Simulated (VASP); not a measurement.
# SnO2 (R-3m) in VASP: a series of runs, part 2 of 2

VASP 6.6.1. The steps go on from the part before.

**4. Single point, PBEsol**

This run uses another cell than the first one, of 15.58 Å³/atom, 1.049 times its volume.

INCAR reads:

```
SYSTEM = SnO2
PREC     = Accurate       ! precision mode
ENCUT    = 520            ! plane-wave cutoff, eV
EDIFF    = 1E-7           ! SCF threshold, eV
ISMEAR   = 1              ! smearing method
SIGMA    = 0.02           ! smearing width, eV
LREAL    = .FALSE.        ! projectors in reciprocal space
LASPH    = .TRUE.         ! aspherical terms in the spheres
NELM     = 80             ! most SCF steps
ALGO     = Normal         ! electronic algorithm
ISIF     = 2              ! what is computed and relaxed
LWAVE    = .FALSE.        ! write WAVECAR
LCHARG   = .TRUE.         ! write CHGCAR
GGA      = PS             ! functional
LELF     = .TRUE.         ! ELF
LVHAR    = .TRUE.       
NBANDS   = 20             ! bands
```

KPOINTS reads:

```
Automatic mesh
0
G
  8 8 8
  0 0 0
```

POSCAR reads:

```
SnO2
1.0
    1.6565498395      0.9564094906      4.9177261137
   -1.6565498395      0.9564094906      4.9177261137
    0.0000000000     -1.9128189812      4.9177261137
Sn O
1 2
Direct
    0.5000000000      0.5000000000      0.5000000000
    0.2371700000      0.2371700000      0.2371700000
    0.7628300000      0.7628300000      0.7628300000
```

Potentials or basis: VASP PAW PBE potentials, release 64 (Sn_d, O).

Started as:

```sh
$ cat potpaw_PBE.64/Sn_d/POTCAR potpaw_PBE.64/O/POTCAR > POTCAR
$ mpirun -np 1 vasp_std > vasp.out
```

OUTCAR:

```text
SYSTEM = SnO2
   PREC = Accurate
   ENCUT = 520
   EDIFF = 1E-7
   ISMEAR = 1
   LREAL = .FALSE.
   LASPH = .TRUE.
   NELM = 80
   ISIF = 2
   GGA = PS

 ion  position               nearest neighbor table
   1  0.500  0.500  0.500-   2 2.18   3 2.18   2 2.18   2 2.18   3 2.18   3 2.18
   2  0.237  0.237  0.237-   1 2.18   1 2.18   1 2.18
   3  0.763  0.763  0.763-   1 2.18   1 2.18   1 2.18

  LATTYP: Found a trigonal (rhomboedric) cell.
 ALAT       =     5.2766378134
 COS(alpha) =     0.8028828377

  Lattice vectors:

[... 194 lines left out ...]
      6     -15.0142      2.00000
[... 541 lines left out ...]
     19      15.2037      0.00000
     20      18.1944      0.00000

 [... further k-points ...]
[... 5 lines left out ...]
  --------------------------------------------------------------------------------------
  -------------------------------------------------------------------------------------
  Total       -4.3392523     -4.3392523     -2.4050306     -0.0000000      0.0000000     -0.0000000
  in kB     -148.7173072   -148.7173056    -82.4265672     -0.0000000      0.0000000     -0.0000000
  external PRESSURE =    -126.6203933 kB  Pullay stress =       0.0000000 kB

 VOLUME and BASIS-vectors are now :
 -----------------------------------------------------------------------------
  energy-cutoff  :      520.00
  volume of cell :       46.75
      direct lattice vectors                 reciprocal lattice vectors
     1.656549840  0.956409491  4.917726114     0.301832150  0.174262874  0.067782004
    -1.656549840  0.956409491  4.917726114    -0.301832150  0.174262874  0.067782004
     0.000000000 -1.912818981  4.917726114     0.000000000 -0.348525748  0.067782004

 POSITION                                       TOTAL-FORCE (eV/Angst)
 -----------------------------------------------------------------------------------
      0.00000      0.00000      7.37659        -0.000000      0.000000     -0.000000
      0.00000      0.00000      3.49901         0.000000      0.000000     -0.991402
      0.00000      0.00000     11.25417         0.000000     -0.000000      0.991402
 -----------------------------------------------------------------------------------
    total drift:                                0.000000      0.000000      0.000000

  FREE ENERGIE OF THE ION-ELECTRON SYSTEM (eV)
  ---------------------------------------------------
  free  energy   TOTEN  =       -19.1190650263 eV

  energy  without entropy=      -19.1191354313  energy(sigma->0) =      -19.11908849
```

OSZICAR:

```text
N       E                     dE             d eps       ncg     rms          rms(c)
DAV:   1     0.256532332969E+03    0.25653E+03   -0.13986E+04  2752   0.185E+03
DAV:   2     0.855365165925E+01   -0.24798E+03   -0.23410E+03  2888   0.488E+02
DAV:   3    -0.207118764441E+02   -0.29266E+02   -0.28970E+02  3016   0.142E+02
DAV:   4    -0.216086070344E+02   -0.89673E+00   -0.89581E+00  2876   0.270E+01
DAV:   5    -0.216269586937E+02   -0.18352E-01   -0.18351E-01  3140   0.410E+00    0.949E+00
DAV:   6    -0.191958782884E+02    0.24311E+01   -0.10190E+01  4008   0.552E+01    0.426E+00
DAV:   7    -0.191476015921E+02    0.48277E-01   -0.60491E-01  2664   0.627E+00    0.201E+00
DAV:   8    -0.191201101262E+02    0.27491E-01   -0.82247E-02  2760   0.280E+00    0.411E-01
DAV:   9    -0.191185104956E+02    0.15996E-02   -0.10381E-02  3804   0.122E+00    0.928E-02
DAV:  10    -0.191190065543E+02   -0.49606E-03   -0.17192E-03  2700   0.408E-01    0.371E-02
DAV:  11    -0.191190599865E+02   -0.53432E-04   -0.74094E-05  3392   0.965E-02    0.198E-02
DAV:  12    -0.191190644972E+02   -0.45107E-05   -0.11740E-05  3196   0.287E-02    0.665E-03
DAV:  13    -0.191190650011E+02   -0.50390E-06   -0.11602E-06  2816   0.782E-03    0.121E-03
DAV:  14    -0.191190650263E+02   -0.25220E-07   -0.18540E-07  2204   0.469E-03
   1 F= -.19119065E+02 E0= -.19119088E+02  d E =0.704051E-04
```

It took 50 s on 1 thread of Intel Xeon 6975P-C (Granite Rapids), shared host; peak memory 0.26 GiB.

What came out:

```yaml
Free_energy: -19.1191 eV
Pressure: -12.7 GPa
Largest_force: 0.991 eV/Å
Band_gap_on_the_k_mesh: 1.43 eV, indirect (least direct gap 1.51 eV)
```

Forces in eV/Å, atoms in the order of the input:
```
Sn   0.000  0.000  0.000
O    0.000  0.000 -0.991
O    0.000  0.000  0.991
```

Caveat: the PAW data sets were made with another functional, which shifts forces and pressure a little; spin-orbit coupling is left out, which moves the levels of the heavy elements.

**5. Single point, PBEsol**

This run uses another cell than the first one, of 15.95 Å³/atom, 1.073 times its volume.

INCAR reads:

```
  ALGO = Normal
  EDIFF = 1E-6
  ENCUT = 520
  GGA = PS
  ISIF = 2
  ISMEAR = 1
  LASPH = T
  LCHARG = F
  LREAL = F
  LWAVE = F
  NBANDS = 20
  NELM = 80
  PREC = Accurate
  SIGMA = 0.02
```

KPOINTS reads:

```
k-points
0
Gamma
  8 8 8
```

POSCAR reads:

```
SnO2
1.0
    1.6692930313      0.9637667758      4.9555562627
   -1.6692930313      0.9637667758      4.9555562627
    0.0000000000     -1.9275335516      4.9555562627
Sn O
1 2
Direct
    0.5000000000      0.5000000000      0.5000000000
    0.2371700000      0.2371700000      0.2371700000
    0.7628300000      0.7628300000      0.7628300000
```

Started as:

```sh
$ cat potpaw_PBE.64/Sn_d/POTCAR potpaw_PBE.64/O/POTCAR > POTCAR
$ mpirun -np 1 vasp_std > vasp.out
```

It took 54 s on 1 thread of Intel Xeon 6975P-C (Granite Rapids), shared host; peak memory 0.26 GiB.

It converged, with:

- Free energy: -19.0276 eV
- Pressure: -14.6 GPa
- Largest force: 1.163 eV/Å
- Band gap on the k mesh: 1.31 eV, indirect (least direct gap 1.38 eV)

Forces on the atoms (eV/Å):
```
Sn   0.000  0.000  0.000
O    0.000  0.000 -1.163
O    0.000  0.000  1.163
```

Stress tensor (GPa, compression positive):
```
-17.26   0.00   0.00
  0.00 -17.26   0.00
  0.00   0.00  -9.36
```

Levels at points of the mesh, in eV from the valence-band top:
| k point | band 10 | band 11 | band 12 | band 13 | band 14 | band 15 | band 16 | band 17 |
| --- | --- | --- | --- | --- | --- | --- | --- | --- |
| (0.00, 0.00, 0.00) | -1.20 | -0.92 | -0.92 | -0.06 | 1.31 | 5.10 | 10.01 | 10.01 |
| (0.50, 0.00, 0.00) | -2.72 | -1.35 | -0.63 | -0.50 | 4.34 | 6.96 | 9.20 | 11.40 |
| (0.50, 0.50, 0.00) | -2.80 | -1.07 | -0.51 | -0.05 | 4.13 | 6.25 | 9.68 | 10.69 |
| (0.50, 0.50, 0.50) | -1.25 | -1.04 | -0.88 | -0.88 | 2.45 | 4.98 | 10.14 | 10.14 |

Caveat: the PAW data sets were made with another functional, which shifts forces and pressure a little; spin-orbit coupling is left out, which moves the levels of the heavy elements.

**6. The runs side by side**

| cell | gap on the mesh (eV) | pressure (GPa) | largest force (eV/Å) |
| --- | --- | --- | --- |
| a = 5.194 Å, angles 36.6°, 3 atoms | 1.70 | -7.7 | 0.59 |
| a = 5.235 Å, angles 36.6°, 3 atoms | 1.56 | -10.4 | 0.80 |
| a = 5.277 Å, angles 36.6°, 3 atoms | 1.43 | -12.7 | 0.99 |
| a = 5.317 Å, angles 36.6°, 3 atoms | 1.31 | -14.6 | 1.16 |

Alike in all rows: task single point; level PBEsol; potentials or basis VASP PAW PBE potentials, release 64 (Sn_d, O); no spin polarisation; k mesh 8 × 8 × 8; cutoff (eV) 520; smearing methfessel-paxton 0.02 eV.

Caveats: the PAW data sets were made with another functional, which shifts forces and pressure a little; spin-orbit coupling is left out, which moves the levels of the heavy elements.

Total energies depend on the potentials used, so only differences within one code and one set of settings carry meaning.
